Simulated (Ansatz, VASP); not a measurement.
# GaN: VASP beside Ansatz

```
Ga N
1.0
     3.18000    0.00000    0.00000
    -1.59000    2.75396    0.00000
     0.00000    0.00000    5.16600
Ga N
2 2
Cartesian
  -0.1003 1.7780 -0.1630
  1.4897 0.8601 2.4200
  0.0000 1.8360 1.9373
  1.5900 0.9180 4.5203
```

Change from the starting cell: all Ga atoms moved +0.200 Å, as atom 1 towards its neighbour atom 2 (Ga) at 3.169 Å.

Alike in both runs: task single point; functional r2SCAN; k mesh 12 × 12 × 6; occupations gaussian, width 0.05 eV; no spin polarisation.

|  | VASP | Ansatz |
| --- | --- | --- |
| version | VASP 6.6.1 | Ansatz 0.2.0 |
| potentials or method | VASP PAW PBE potentials, release 64 (Ga_d, N), cutoff 520 eV | scalar-relativistic, plane waves, PAW |
| valence electrons in the cell | 36 | 36 |

VASP gave:

- gap on the k mesh at the Fermi level (eV): 2.22
- least direct gap on the mesh (eV): 2.22
- pressure (GPa): 6.1
- traceless stress, the component that is largest in VASP (GPa): -9.60
- rms of the force components (eV/Å): 1.506

Q: Estimate Ansatz's values.

A: gap on the k mesh at the Fermi level (eV): 2.22; least direct gap on the mesh (eV): 2.22; pressure (GPa): 5.0; traceless stress, the component that is largest in VASP (GPa): -9.01; rms of the force components (eV/Å): 1.481.

VASP's potentials were made for PBE, not for r2SCAN. Atom by atom the forces differ by 0.026 eV/Å (rms over components).
